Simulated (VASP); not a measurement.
# Yb (Fm-3m) in VASP: settings compared, part 2 of 2

VASP 6.6.1. Earlier steps stand in the parts before.

## 5. Single point, LDA, collinear spin, ferromagnetic start

This run uses another cell than the first one, of 26.14 Å³/atom.

INCAR

```
PREC = Accurate
ENCUT = 520
EDIFF = 1E-7
ISMEAR = 0
SIGMA = 0.05
LREAL = False
LASPH = True
NELM = 150
ALGO = Normal
ISIF = 2
LWAVE = False
LCHARG = False
ISPIN = 2
MAGMOM = 1
LORBIT = 11
LMAXMIX = 6
GGA = CA
NBANDS = 14
```

KPOINTS

```
regular mesh
0
Gamma
  8 8 8
```

POSCAR

```
Yb
1.0
    0.0000000000      2.3555811631      2.3555811631
    2.3555811631      0.0000000000      2.3555811631
    2.3555811631      2.3555811631      0.0000000000
Yb
1
Direct
    0.0000000000      0.0000000000      0.0000000000
```

Potentials or basis: VASP PAW PBE potentials, release 64 (Yb_2), 4f in core.

The run is started by

```console
> cat potpaw_PBE.64/Yb_2/POTCAR > POTCAR
> mpirun -np 1 vasp_std > vasp.out
```

Run time: 10 s. Hardware: 1 thread of Intel Xeon 6975P-C (Granite Rapids), shared host; peak memory 0.16 GiB.

It converged, with:

```yaml
Free_energy: -1.8040 eV
Pressure: 6.6 GPa
Band_gap_on_the_k_mesh: zero (filled and empty bands overlap)
Net_moment: 0.00 μB per cell
Valence_electrons_inside_the_program's_atomic_spheres: Yb 7.66
```

Levels at points of the mesh, in eV from the Fermi level:
Spin up:
```tsv
k point	band 1	band 2	band 3	band 4	band 5	band 6	band 7	band 8	band 9
(0.00, 0.00, 0.00)	-21.92	-21.92	-21.92	-5.63	3.51	3.51	3.51	6.60	6.60
(0.50, 0.00, 0.00)	-23.01	-22.06	-22.06	-2.01	1.76	3.17	3.17	8.94	8.94
(0.50, 0.50, 0.00)	-22.93	-22.30	-22.30	-1.72	-0.28	3.68	9.00	9.68	9.68
```
Spin down:
| k point | band 1 | band 2 | band 3 | band 4 | band 5 | band 6 | band 7 | band 8 | band 9 |
| --- | --- | --- | --- | --- | --- | --- | --- | --- | --- |
| (0.00, 0.00, 0.00) | -21.92 | -21.92 | -21.92 | -5.63 | 3.51 | 3.51 | 3.51 | 6.60 | 6.60 |
| (0.50, 0.00, 0.00) | -23.01 | -22.06 | -22.06 | -2.01 | 1.76 | 3.17 | 3.17 | 8.94 | 8.94 |
| (0.50, 0.50, 0.00) | -22.93 | -22.30 | -22.30 | -1.72 | -0.28 | 3.68 | 9.00 | 9.68 | 9.68 |

Caveat: the cell stands under pressure; the PAW data sets were made with another functional, which shifts forces and pressure a little; spin-orbit coupling is left out, which moves the levels of the heavy elements; the 4f electrons are frozen in the core, so they carry no moment and show no levels.

## 6. Single point, BLYP, collinear spin, ferromagnetic start

This run uses another cell than the first one, of 41.28 Å³/atom.

INCAR

```
SYSTEM = Yb
PREC = Accurate
ENCUT = 520
EDIFF = 1E-6
ISMEAR = -5
SIGMA = 0.05
LREAL = .False.
LASPH = .True.
NELM = 150
ALGO = Normal
ISIF = 2
LWAVE = .False.
LCHARG = .True.
ISPIN = 2
MAGMOM = 1
LORBIT = 11
LMAXMIX = 6
GGA = B5
ALDAX = 1.0
AGGAX = 1.0
AGGAC = 1.0
ALDAC = 0.0
LELF = .True.
LVHAR = .True.
NBANDS = 14
```

KPOINTS

```
Automatic mesh
0
Gamma
  8 8 8
  0 0 0
```

POSCAR

```
Yb
1.0
    0.0000000000      2.7431000000      2.7431000000
    2.7431000000      0.0000000000      2.7431000000
    2.7431000000      2.7431000000      0.0000000000
Yb
1
Direct
    0.0000000000      0.0000000000      0.0000000000
```

Potentials or basis: VASP PAW PBE potentials, release 64 (Yb_2), 4f in core.

The run is started by

```console
> cat potpaw_PBE.64/Yb_2/POTCAR > POTCAR
> mpirun -np 1 vasp_std > vasp.out
```

OUTCAR:

```text
SYSTEM = Yb
   PREC = Accurate
   ENCUT = 520
   EDIFF = 1E-6
   ISMEAR = -5
   LREAL = .False.
   LASPH = .True.
   NELM = 150
   ISIF = 2
   ISPIN = 2
   LORBIT = 11
   GGA = B5

 ion  position               nearest neighbor table
   1  0.000  0.000  0.000-

  LATTYP: Found a face centered cubic cell.
 ALAT       =     5.4862000000

  Lattice vectors:

 A1 = (   0.0000000000,   2.7431000000,   2.7431000000)
 A2 = (   2.7431000000,   0.0000000000,   2.7431000000)
[... 1029 lines left out ...]
  -------------------------------------------------------------------------------------
  Total        0.0156972      0.0156972      0.0156972      0.0000000      0.0000000     -0.0000000
  in kB        0.6092235      0.6092235      0.6092235      0.0000000      0.0000000     -0.0000000
  external PRESSURE =       0.6092235 kB  Pullay stress =       0.0000000 kB

 VOLUME and BASIS-vectors are now :
 -----------------------------------------------------------------------------
  energy-cutoff  :      520.00
  volume of cell :       41.28
      direct lattice vectors                 reciprocal lattice vectors
     0.000000000  2.743100000  2.743100000    -0.182275528  0.182275528  0.182275528
     2.743100000  0.000000000  2.743100000     0.182275528 -0.182275528  0.182275528
     2.743100000  2.743100000  0.000000000     0.182275528  0.182275528 -0.182275528

 POSITION                                       TOTAL-FORCE (eV/Angst)
 -----------------------------------------------------------------------------------
      0.00000      0.00000      0.00000         0.000000      0.000000      0.000000
 -----------------------------------------------------------------------------------
    total drift:                               -0.000000     -0.000000      0.000000

  FREE ENERGIE OF THE ION-ELECTRON SYSTEM (eV)
  ---------------------------------------------------
  free  energy   TOTEN  =        -0.7510085122 eV

  energy  without entropy=       -0.7510085122  energy(sigma->0) =       -0.75100851

 total charge

# of ion       s       p       d       tot
------------------------------------------
    1        0.500   6.237   0.294   7.031

 magnetization (x)

# of ion       s       p       d       tot
------------------------------------------
    1       -0.000   0.000  -0.000  -0.000
```

stdout:

```text
POSCAR found type information on POSCAR Yb
 POSCAR found :  1 types and       1 ions
 scaLAPACK will be used
 -----------------------------------------------------------------------------
|                                                                             |
|                                                                             |
|     You enforced a specific xc type in the INCAR file but a different       |
|     I HOPE YOU KNOW WHAT YOU ARE DOING!                                     |
|                                                                             |
 -----------------------------------------------------------------------------

 LDA part: xc-table for (Slater(with rela. corr.)+VWN5), standard interpolation
 POSCAR, INCAR and KPOINTS ok, starting setup
 FFT: planning ... GRIDC
 FFT: planning ... GRID_SOFT
 FFT: planning ... GRID
 WAVECAR not read
 entering main loop
```

Run time: 21 s. Hardware: 1 thread of Intel Xeon 6975P-C (Granite Rapids), shared host; peak memory 0.2 GiB.

Results:

```
Free energy                                           : -0.7510 eV
Pressure                                              : 0.1 GPa
Net moment                                            : 0.00 μB per cell
Valence electrons inside the program's atomic spheres : Yb 7.03
```

Caveat: the PAW data sets were made with another functional, which shifts forces and pressure a little; spin-orbit coupling is left out, which moves the levels of the heavy elements; the 4f electrons are frozen in the core, so they carry no moment and show no levels; tetrahedron occupations give inexact forces and stress in metals.

## 7. Summary

| level | potentials or basis | cell | smearing | gap on the mesh (eV) | pressure (GPa) | moment (μB) |
| --- | --- | --- | --- | --- | --- | --- |
| PBEsol | VASP PAW PBE potentials, release 64 (Yb) | a = 3.800 Å, angles 60.0°, 1 atom | fermi-dirac 0.05 eV | - | -1.4 | 0.00 |
| PBEsol | VASP PAW PBE potentials, release 64 (Yb) | a = 3.827 Å, angles 60.0°, 1 atom | fermi-dirac 0.05 eV | none | -2.7 | 0.00 |
| PBEsol | VASP PAW PBE potentials, release 64 (Yb) | a = 3.879 Å, angles 60.0°, 1 atom | fermi-dirac 0.05 eV | none | -5.0 | 0.00 |
| LDA | VASP PAW PBE potentials, release 64 (Yb_2), 4f in core | a = 3.331 Å, angles 60.0°, 1 atom | gaussian 0.05 eV | none | 6.6 | 0.00 |
| BLYP | VASP PAW PBE potentials, release 64 (Yb_2), 4f in core | a = 3.879 Å, angles 60.0°, 1 atom | tetrahedron | - | 0.1 | 0.00 |

Alike in all rows: task single point; spin collinear, ferromagnetic start; k mesh 8 × 8 × 8; cutoff (eV) 520.

Caveats: the PAW data sets were made with another functional, which shifts forces and pressure a little; spin-orbit coupling is left out, which moves the levels of the heavy elements; the 4f electrons are frozen in the core, so they carry no moment and show no levels (at least some runs); the cell stands under tension (at least some runs); the cell stands under pressure (at least some runs); tetrahedron occupations give inexact forces and stress in metals (at least some runs).

Total energies depend on the potentials used, so only differences within one code and one set of settings carry meaning.
